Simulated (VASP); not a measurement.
**NaF (Villiaumite): single point with PBEsol**

NaF (Villiaumite):

```
Na F
1.0
     0.00000    2.31510    2.31510
     2.31510    0.00000    2.31510
     2.31510    2.31510    0.00000
Na F
1 1
Direct
  0.00000 0.00000 0.00000
  0.50000 0.50000 0.50000
```

```
Program             : VASP 6.6.1
Task                : single point
Functional          : PBEsol
Potentials or basis : VASP PAW PBE potentials, release 64 (Na_pv, F)
Cutoff              : 520 eV
k mesh              : 8 × 8 × 8
Occupations         : gaussian, width 0.02 eV
Spin                : no spin polarisation
```

```json
{"Pressure": "-0.1 GPa", "Band gap on the k mesh": "6.17 eV, direct"}
```

Levels at points of the mesh, in eV from the valence-band top:
```tsv
k point	band 4	band 5	band 6	band 7	band 8	band 9	band 10	band 11
(0.00, 0.00, 0.00)	-18.76	0.00	0.00	0.00	6.17	18.86	18.86	18.86
(0.50, 0.00, 0.00)	-18.01	-1.62	-0.26	-0.26	10.62	12.35	20.01	20.01
(0.50, 0.50, 0.00)	-18.80	-1.30	-0.41	-0.41	13.00	13.10	13.55	19.67
```

It took 7.1 s on 1 thread of Intel(R) Xeon(R) Platinum 8488C (Sapphire Rapids) (shared host), peak memory 0.13 GiB.

Caveat: the PAW data sets were made with another functional, which shifts forces and pressure a little. Expect the measured gap to be larger: semilocal functionals such as PBEsol lack the derivative discontinuity.
